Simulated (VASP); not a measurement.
# Sb3Au (I4/mmm) in VASP: single point with LDA

Aim: the single point of Sb3Au with LDA.

Program: VASP 6.6.1. These are calculated values, not measurements. Logs are shortened: lines on timing, memory, paths and dates and some standing lists are left out, and cuts for length are marked.

## Step 1: The cell of the first run

Symmetry: I4/mmm, No. 139, tetragonal system. The conventional cell has a = 5.958 Å, b = 5.958 Å, c = 6.080 Å, α = 90.00°, β = 90.00°, γ = 90.00°. Within 3.9 Å of Sb (site symmetry mmm) lie 4 Sb at 2.98 to 3.04 Å and 2 Au at 2.98 Å. Sb (site symmetry 4/mmm) has 4 Sb at 2.98 Å and 2 Au at 3.04 Å within 3.9 Å. Au (site symmetry 4/mmm) has 6 Sb at 2.98 to 3.04 Å within 3.9 Å.

## Step 2: Single point, LDA (equal xx and yy strain of -2 %)

Contents of INCAR:

```
SYSTEM = Sb3Au
  PREC = Accurate
  ENCUT = 520
  EDIFF = 1E-7
  ISMEAR = -1
  SIGMA = 0.05
  LREAL = .False.
  LASPH = .True.
  NELM = 80
  ALGO = Normal
  ISIF = 2
  LWAVE = .False.
  LCHARG = .True.
  LELF = .True.
  LVHAR = .True.
  NBANDS = 21
```

Contents of KPOINTS:

```
Automatic mesh
0
Gamma
  10 10 10
  0 0 0
```

Contents of POSCAR:

```
Sb3Au
1.0
   -2.9792000000      2.9792000000      3.0400000000
    2.9792000000     -2.9792000000      3.0400000000
    2.9792000000      2.9792000000     -3.0400000000
Sb Au
3 1
Direct
    0.0000000000      0.5000000000      0.5000000000
    0.5000000000      0.0000000000      0.5000000000
    0.5000000000      0.5000000000      0.0000000000
    0.0000000000      0.0000000000      0.0000000000
```

Potentials or basis: VASP PAW LDA potentials, release 64 (Sb, Au).

Run with:

```bash
$ cat potpaw_LDA.64/Sb/POTCAR potpaw_LDA.64/Au/POTCAR > POTCAR
$ mpirun -np 1 vasp_std > vasp.out
```

OUTCAR:

```text
SYSTEM = Sb3Au
   PREC = Accurate
   ENCUT = 520
   EDIFF = 1E-7
   ISMEAR = -1
   LREAL = .False.
   LASPH = .True.
   NELM = 80
   ISIF = 2

 ion  position               nearest neighbor table
   1  0.000  0.500  0.500-   3 2.98   4 2.98   4 2.98   3 2.98   2 3.04   2 3.04
   2  0.500  0.000  0.500-   3 2.98   4 2.98   3 2.98   4 2.98   1 3.04   1 3.04
   3  0.500  0.500  0.000-   1 2.98   2 2.98   2 2.98   1 2.98   4 3.04   4 3.04
   4  0.000  0.000  0.000-   1 2.98   2 2.98   1 2.98   2 2.98   3 3.04   3 3.04

  LATTYP: Found a body centered tetragonal cell.
 ALAT       =     5.9584000000
 C/A-ratio  =     1.0204081633

  Lattice vectors:

 A1 = (  -2.9792000000,   2.9792000000,   3.0400000000)
 A2 = (   2.9792000000,  -2.9792000000,   3.0400000000)
 A3 = (   2.9792000000,   2.9792000000,  -3.0400000000)

Analysis of symmetry for initial positions (statically):
=====================================================================
 Subroutine PRICEL returns:
 Original cell was already a primitive cell.

 Routine SETGRP: Setting up the symmetry group for a
 body centered tetragonal supercell.

 Subroutine GETGRP returns: Found 16 space group operations
 (whereof 16 operations were pure point group operations)
 out of a pool of 16 trial point group operations.

The static configuration has the point symmetry D_4h.

Analysis of symmetry for dynamics (positions and initial velocities):
=====================================================================
 Subroutine PRICEL returns:
 Original cell was already a primitive cell.

 Routine SETGRP: Setting up the symmetry group for a
 body centered tetragonal supercell.

 Subroutine GETGRP returns: Found 16 space group operations
 (whereof 16 operations were pure point group operations)
 out of a pool of 16 trial point group operations.

The dynamic configuration has the point symmetry D_4h.

 Subroutine INISYM returns: Found 16 space group operations
 (whereof 16 operations are pure point group operations),
 and found     1 'primitive' translations

----------------------------------------------------------------------------------------

                                     Primitive cell

  volume of cell :     107.9277

  direct lattice vectors                    reciprocal lattice vectors
    -2.979200000  2.979200000  3.040000000     0.000000000  0.167830290  0.164473684
     2.979200000 -2.979200000  3.040000000     0.167830290  0.000000000  0.164473684
     2.979200000  2.979200000 -3.040000000     0.167830290  0.167830290  0.000000000

  length of vectors
     5.195465839  5.195465839  5.195465839     0.234986381  0.234986381  0.237347872

  position of ions in fractional coordinates (direct lattice)
     0.000000000  0.500000000  0.500000000
     0.500000000  0.000000000  0.500000000
     0.500000000  0.500000000  0.000000000
     0.000000000  0.000000000  0.000000000

  ion indices of the primitive-cell ions
   primitive index   ion index
                 1           1
                 2           2
                 3           3
                 4           4

----------------------------------------------------------------------------------------

 KPOINTS: Automatic mesh

Automatic generation of k-mesh.
 Grid dimensions read from file:
 generate k-points for:   10   10   10

 Generating k-lattice:

  Cartesian coordinates                     Fractional coordinates (reciprocal lattice)
     0.000000000  0.016783029  0.016447368     0.100000000  0.000000000 -0.000000000
     0.016783029  0.000000000  0.016447368     0.000000000  0.100000000 -0.000000000
     0.016783029  0.016783029  0.000000000     0.000000000  0.000000000  0.100000000

  Length of vectors
     0.023498638  0.023498638  0.023734787

  Shift w.r.t. Gamma in fractional coordinates (k-lattice)
     0.000000000  0.000000000  0.000000000

 Subroutine IBZKPT returns following result:
 ===========================================

 Found    102 irreducible k-points:

 Following reciprocal coordinates:
            Coordinates               Weight
  0.000000  0.000000  0.000000      1.000000
  0.100000  0.000000  0.000000      8.000000
  0.200000  0.000000  0.000000      8.000000
  0.300000  0.000000  0.000000      8.000000
  0.400000  0.000000  0.000000      8.000000
  0.500000 -0.000000  0.000000      4.000000
[... 16 lines left out ...]
  0.300000  0.300000  0.000000      8.000000
  0.400000  0.300000  0.000000     16.000000
 [... further k-points ...]
   k-points           NKPTS =    102   k-points in BZ     NKDIM =    102   number of bands    NBANDS=     21
   number of dos      NEDOS =    301   number of ions     NIONS =      4
   total plane-waves  NPLWV =  64000
   dimension x,y,z NGX =    40 NGY =   40 NGZ =   40
   dimension x,y,z NGXF=    80 NGYF=   80 NGZF=   80
   ions per type =               3   1
   NGX,Y,Z   is equivalent  to a cutoff of  12.80, 12.80, 12.80 a.u.
   NGXF,Y,Z  is equivalent  to a cutoff of  25.60, 25.60, 25.60 a.u.
 SYSTEM =  Sb3Au
   PREC   = accura    normal or accurate (medium, high low for compatibility)
   ISTART =      0    job   : 0-new  1-cont  2-samecut
   ICHARG =      2    charge: 1-file 2-atom 10-const
   ISPIN  =      1    spin polarized calculation?
   LNONCOLLINEAR =      F non collinear calculations
   LSORBIT =      F    spin-orbit coupling
   LASPH  =      T    aspherical Exc in radial PAW
   ENCUT  =  520.0 eV  38.22 Ry    6.18 a.u.   9.66  9.66  9.66*2*pi/ulx,y,z
   NELM   =     80;   NELMIN=  2; NELMDL= -5     # of ELM steps
   EDIFF  = 0.1E-06   stopping-criterion for ELM
   LREAL  =      F    real-space projection
   EDIFFG = 0.1E-05   stopping-criterion for IOM
   NSW    =      0    number of steps for IOM
   IBRION =     -1    ionic relax: 0-MD 1-quasi-New 2-CG
   NFREE  =      0    steps in history (QN), initial steepest desc. (CG)
   ISIF   =      2    stress and relaxation
   ISYM   =      2    0-nonsym 1-usesym 2-fastsym
   POTIM  = 0.5000    time-step for ionic-motion
   TEBEG  =    0.0;   TEEND  =   0.0 temperature during run
   PSTRESS=    0.0 pullay stress
   NELECT =      26.0000    total number of electrons
   NUPDOWN=      -1.0000    fix difference up-down
   EMIN   =  10.00;   EMAX   =-10.00  energy-range for DOS
   EFERMI =   0.00;   METHOD = LEGACY
   ISMEAR =    -1;   SIGMA  =   0.05  broadening in eV -4-tet -1-fermi 0-gaus
   EFERMI_NEDOS =   21; number of points for ismear=-14 and -15
   IALGO  =     38    algorithm
   IMIX   =      4    mixing-type and parameters
     AMIX     =   0.40;   BMIX     =  1.00
     AMIX_MAG =   1.60;   BMIX_MAG =  1.00
  volume/ion in A,a.u.               =      26.98       182.08
  Fermi-wavevector in a.u.,A,eV,Ry     =   1.018642  1.924955 14.117839  1.037632
  Thomas-Fermi vector in A             =   2.152111
   LORBIT       =      0    0 simple, 1 ext, 2 COOP (PROOUT), +10 PAW based schemes
   GGA     = CA    functional components
   LHFCALC =     F    Hartree Fock is set to
   AEXX    =    0.0000 exact exchange contribution
   IVDW    =     0    specifies the selected vdW correction
   LEPSILON=     F    determine dielectric tensor
   LRPA    =     F    only Hartree local field effects (RPA)
 non-spin polarized calculation
  energy-cutoff  :      520.00
  volume of cell :      107.93
 maximum number of plane-waves:      2932
   NGX = 19   NGY = 19   NGZ = 19

 number of electron      25.9999997 magnetization

 Free energy of the ion-electron system (eV)
  ---------------------------------------------------
  ext. energy  EPLUGINS =         0.00000000
  ---------------------------------------------------
  free energy    TOTEN  =       -18.59286580 eV

  energy without entropy =      -18.57691885  energy(sigma->0) =      -18.58489233

 E-fermi :   7.0623     XC(G=0): -10.2785

 val. band max:        7.0546624893   @ k =  -0.3000   0.2000   0.0000
 cond. band min:       7.0627783589   @ k =   0.3000   0.2000   0.2000
 fundamental gap:      0.0081158696
 Fermi energy:         7.0623107061

 k-point     1 :       0.0000    0.0000    0.0000
  band No.  band energies     occupation
      1      -5.1041      2.00000
      2      -0.5128      2.00000
      3      -0.2939      2.00000
      4       3.0385      2.00000
      5       3.0682      2.00000
      6       3.0682      2.00000
[... 13 lines left out ...]
     20      12.3794      0.00000
     21      12.3794      0.00000

 k-point     2 :       0.1000    0.0000    0.0000
  band No.  band energies     occupation
      1      -5.0307      2.00000
      2      -0.6885      2.00000
      3      -0.3709      2.00000
      4       2.8494      2.00000
      5       2.9247      2.00000
      6       3.0670      2.00000
[... 13 lines left out ...]
     20      11.9153      0.00000
     21      12.4940      0.00000

 k-point     3 :       0.2000    0.0000    0.0000
  band No.  band energies     occupation
      1      -4.8135      2.00000
      2      -1.1923      2.00000
      3      -0.4925      2.00000
      4       2.5770      2.00000
      5       2.7429      2.00000
      6       3.0059      2.00000
[... 13 lines left out ...]
     20      12.0946      0.00000
     21      12.8091      0.00000

 k-point     4 :       0.3000    0.0000    0.0000
  band No.  band energies     occupation
      1      -4.4640      2.00000
      2      -1.8511      2.00000
      3      -0.6061      2.00000
      4       2.3543      2.00000
      5       2.3880      2.00000
      6       2.6551      2.00000
[... 13 lines left out ...]
     20      13.2154      0.00000
     21      13.3497      0.00000

 k-point     5 :       0.4000    0.0000    0.0000
  band No.  band energies     occupation
      1      -4.0167      2.00000
      2      -2.5172      2.00000
      3      -0.6851      2.00000
      4       2.0547      2.00000
      5       2.2110      2.00000
      6       2.4274      2.00000
[... 13 lines left out ...]
     20      13.1344      0.00000
     21      13.4492      0.00000
[... 382 lines left out ...]
     20      12.5281      0.00000
     21      12.9474      0.00000

 k-point    22 :      -0.2000    0.2000    0.0000
  band No.  band energies     occupation
      1      -4.8022      2.00000
      2      -1.0844      2.00000
      3      -0.6724      2.00000
      4       2.6402      2.00000
      5       2.7345      2.00000
      6       2.9523      2.00000
[... 13 lines left out ...]
     20      12.2334      0.00000
     21      12.3915      0.00000

 k-point    23 :       0.3000    0.3000    0.0000
  band No.  band energies     occupation
      1      -3.4167      2.00000
      2      -2.8424      2.00000
      3      -1.5043      2.00000
      4       2.1943      2.00000
      5       2.4066      2.00000
      6       2.4638      2.00000
[... 13 lines left out ...]
     20      13.1208      0.00000
     21      13.9288      0.00000

 k-point    24 :       0.4000    0.3000    0.0000
  band No.  band energies     occupation
      1      -3.3490      2.00000
      2      -2.9036      2.00000
      3      -1.5216      2.00000
      4       2.0949      2.00000
      5       2.4242      2.00000
      6       2.5077      2.00000
[... 13 lines left out ...]
     20      12.8922      0.00000
     21      13.7822      0.00000

 [... further k-points ...]
[... 5 lines left out ...]
  --------------------------------------------------------------------------------------
  -------------------------------------------------------------------------------------
  Total       -3.4689034     -3.4689034     -4.7593600      0.0000000      0.0000000      0.0000000
  in kB      -51.4955732    -51.4955732    -70.6522902      0.0000000      0.0000000      0.0000000
  external PRESSURE =     -57.8811456 kB  Pullay stress =       0.0000000 kB

 VOLUME and BASIS-vectors are now :
 -----------------------------------------------------------------------------
  energy-cutoff  :      520.00
  volume of cell :      107.93
      direct lattice vectors                 reciprocal lattice vectors
    -2.979200000  2.979200000  3.040000000     0.000000000  0.167830290  0.164473684
     2.979200000 -2.979200000  3.040000000     0.167830290  0.000000000  0.164473684
     2.979200000  2.979200000 -3.040000000     0.167830290  0.167830290  0.000000000

 POSITION                                       TOTAL-FORCE (eV/Angst)
 -----------------------------------------------------------------------------------
      2.97920      0.00000      0.00000         0.000000     -0.000000      0.000000
      0.00000      2.97920      0.00000        -0.000000      0.000000     -0.000000
      0.00000      0.00000      3.04000         0.000000      0.000000      0.000000
      0.00000      0.00000      0.00000        -0.000000      0.000000      0.000000
 -----------------------------------------------------------------------------------
    total drift:                               -0.000000      0.000000      0.000000

  FREE ENERGIE OF THE ION-ELECTRON SYSTEM (eV)
  ---------------------------------------------------
  free  energy   TOTEN  =       -18.5928658049 eV

  energy  without entropy=      -18.5769188530  energy(sigma->0) =      -18.58489233
```

Wall time 6.2 min (1 thread of AMD EPYC 7R13, shared host); peak memory 0.32 GiB.

Results:

```yaml
Free_energy: -18.5929 eV
Pressure: -5.8 GPa
Band_gap_on_the_k_mesh: zero (band 13 reaches 8.28 eV, above the bottom of band 14 at 5.49 eV)
```

Caveat: the cell differs from its parent crystal (equal xx and yy strain of -2 %); spin-orbit coupling is left out, which moves the levels of the heavy elements.
